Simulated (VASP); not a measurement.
# SiC (ae) (F-43m) in VASP: notebook, part 2 of 2

VASP 6.6.1. Earlier steps stand in the parts before.

### 4 Single point, PBE

This run uses another cell than the first one, of 10.50 Å³/atom, 1.064 times its volume.

File INCAR:

```
  PREC = Accurate
  ENCUT = 600
  EDIFF = 1E-6
  ISMEAR = 0
  SIGMA = 0.02
  LREAL = False
  LASPH = True
  NELM = 120
  ALGO = Normal
  ISIF = 2
  LWAVE = False
  LCHARG = True
  GGA = PE
  LELF = True
  LVHAR = True
  NBANDS = 11
  GGA_COMPAT = False
```

File KPOINTS:

```
Automatic mesh
0
Gamma
  10 10 10
```

File POSCAR:

```
SiC
1.0
    0.0000000000      2.1898392730      2.1898392730
    2.1898392730      0.0000000000      2.1898392730
    2.1898392730      2.1898392730      0.0000000000
Si C
1 1
Direct
    0.0000000000      0.0000000000      0.0000000000
    0.2500000000      0.2500000000      0.2500000000
```

Potentials or basis: VASP PAW PBE potentials, release 64 (Si, C).

The run is started by

```sh
cat potpaw_PBE.64/Si/POTCAR potpaw_PBE.64/C/POTCAR > POTCAR
mpirun -np 1 vasp_std > vasp.out
```

OUTCAR:

```text
PREC = Accurate
   ENCUT = 600
   EDIFF = 1E-6
   ISMEAR = 0
   LREAL = False
   LASPH = True
   NELM = 120
   ISIF = 2
   GGA = PE

 ion  position               nearest neighbor table
   1  0.000  0.000  0.000-   2 1.90   2 1.90   2 1.90   2 1.90
   2  0.250  0.250  0.250-   1 1.90   1 1.90   1 1.90   1 1.90

  LATTYP: Found a face centered cubic cell.
 ALAT       =     4.3796785460

  Lattice vectors:

 A1 = (   0.0000000000,   2.1898392730,   2.1898392730)
 A2 = (   2.1898392730,   0.0000000000,   2.1898392730)
 A3 = (   2.1898392730,   2.1898392730,   0.0000000000)

Analysis of symmetry for initial positions (statically):
=====================================================================
 Subroutine PRICEL returns:
 Original cell was already a primitive cell.

 Routine SETGRP: Setting up the symmetry group for a
 face centered cubic supercell.

 Subroutine GETGRP returns: Found 24 space group operations
 (whereof 24 operations were pure point group operations)
 out of a pool of 48 trial point group operations.

The static configuration has the point symmetry T_d .

Analysis of symmetry for dynamics (positions and initial velocities):
[... 164 lines left out ...]
 fundamental gap:      1.3710084705
 Fermi energy:         8.0350193682

 k-point     1 :       0.0000    0.0000    0.0000
  band No.  band energies     occupation
      1      -7.3467      2.00000
      2       7.9401      2.00000
      3       7.9401      2.00000
      4       7.9401      2.00000
      5      13.9992      0.00000
      6      15.1454      0.00000
      7      15.1454      0.00000
      8      15.1454      0.00000
      9      22.3608      0.00000
     10      22.3608      0.00000
     11      24.1911      0.00000
[... 309 lines left out ...]
 k-point    24 :       0.4000    0.3000    0.0000
  band No.  band energies     occupation
      1      -4.2450      2.00000
      2       2.3767      2.00000
      3       4.8189      2.00000
      4       5.3390      2.00000
      5      10.7989      0.00000
      6      13.5033      0.00000
      7      19.4029      0.00000
      8      19.7315      0.00000
      9      21.5338      0.00000
     10      25.8809      0.00000
     11      28.9681      0.00000

 [... further k-points ...]
[... 5 lines left out ...]
  --------------------------------------------------------------------------------------
  -------------------------------------------------------------------------------------
  Total       -0.0230218     -0.0230218     -0.0230218      0.0000000     -0.0000000      0.0000000
  in kB       -1.7562385     -1.7562385     -1.7562385      0.0000000     -0.0000000      0.0000000
  external PRESSURE =      -1.7562385 kB  Pullay stress =       0.0000000 kB

 VOLUME and BASIS-vectors are now :
 -----------------------------------------------------------------------------
  energy-cutoff  :      600.00
  volume of cell :       21.00
      direct lattice vectors                 reciprocal lattice vectors
     0.000000000  2.189839273  2.189839273    -0.228327260  0.228327260  0.228327260
     2.189839273  0.000000000  2.189839273     0.228327260 -0.228327260  0.228327260
     2.189839273  2.189839273  0.000000000     0.228327260  0.228327260 -0.228327260

 POSITION                                       TOTAL-FORCE (eV/Angst)
 -----------------------------------------------------------------------------------
      0.00000      0.00000      0.00000        -0.000000     -0.000000     -0.000000
      1.09492      1.09492      1.09492         0.000000      0.000000      0.000000
 -----------------------------------------------------------------------------------
    total drift:                               -0.000000     -0.000000     -0.000000

  FREE ENERGIE OF THE ION-ELECTRON SYSTEM (eV)
  ---------------------------------------------------
  free  energy   TOTEN  =       -15.0621889060 eV

  energy  without entropy=      -15.0621889060  energy(sigma->0) =      -15.06218891
```

OSZICAR:

```text
N       E                     dE             d eps       ncg     rms          rms(c)
DAV:   1     0.579830427360E+01    0.57983E+01   -0.42125E+03  1050   0.690E+02
DAV:   2    -0.161779419738E+02   -0.21976E+02   -0.20852E+02  1342   0.116E+02
DAV:   3    -0.168727078730E+02   -0.69477E+00   -0.69344E+00  1286   0.173E+01
DAV:   4    -0.168753585980E+02   -0.26507E-02   -0.26506E-02  1186   0.133E+00
DAV:   5    -0.168753701021E+02   -0.11504E-04   -0.11504E-04  1256   0.832E-02    0.865E+00
DAV:   6    -0.151146397983E+02    0.17607E+01   -0.64628E+00  1154   0.113E+01    0.382E+00
DAV:   7    -0.150696403420E+02    0.44999E-01   -0.36759E-01  1232   0.348E+00    0.175E+00
DAV:   8    -0.150619699098E+02    0.76704E-02   -0.20119E-02  1163   0.948E-01    0.174E-01
DAV:   9    -0.150620728659E+02   -0.10296E-03   -0.16903E-03  1279   0.233E-01    0.112E-01
DAV:  10    -0.150621861179E+02   -0.11325E-03   -0.25110E-04  1163   0.957E-02    0.266E-02
DAV:  11    -0.150621884988E+02   -0.23810E-05   -0.46213E-05  1241   0.351E-02    0.707E-03
DAV:  12    -0.150621889060E+02   -0.40724E-06   -0.22097E-06  1107   0.886E-03
   1 F= -.15062189E+02 E0= -.15062189E+02  d E =-.547253E-14
```

It took 15 s on 1 thread of Intel Xeon Platinum 8259CL at 2.50GHz (Skylake/Cascade Lake), shared host; peak memory 0.15 GiB.

Results:

| Item | Value |
| --- | --- |
| Free energy | -15.0622 eV |
| Pressure | -0.2 GPa |
| Band gap on the k mesh | 1.37 eV, indirect (least direct gap 4.53 eV) |

### 5 Overview

| cell | gap on the mesh (eV) | pressure (GPa) |
| --- | --- | --- |
| a = 3.034 Å, angles 60.0°, 2 atoms | 1.31 | 14.6 |
| a = 3.001 Å, angles 60.0°, 2 atoms | 1.28 | 23.8 |
| a = 3.097 Å, angles 60.0°, 2 atoms | 1.37 | -0.2 |

Alike in all rows: task single point; level PBE; potentials or basis VASP PAW PBE potentials, release 64 (Si, C); no spin polarisation; k mesh 10 × 10 × 10; cutoff (eV) 600; smearing gaussian 0.02 eV.

Absolute energies hang on the potentials; compare differences alone.

### 6 How close it comes

Step 4. A measured gap of SiC is 2.4 eV (indirect; quoted in “Insight into the structural, elastic and electronic properties of a new orthorhombic 6O-SiC polytype”, 2020, pmc:7200658); the calculated 1.37 eV misses it by -1.03 eV. The value is that of PBE on a finite k mesh, which can miss the band edges, without temperature or zero-point motion. Semilocal functionals fall short of measured gaps as a rule.
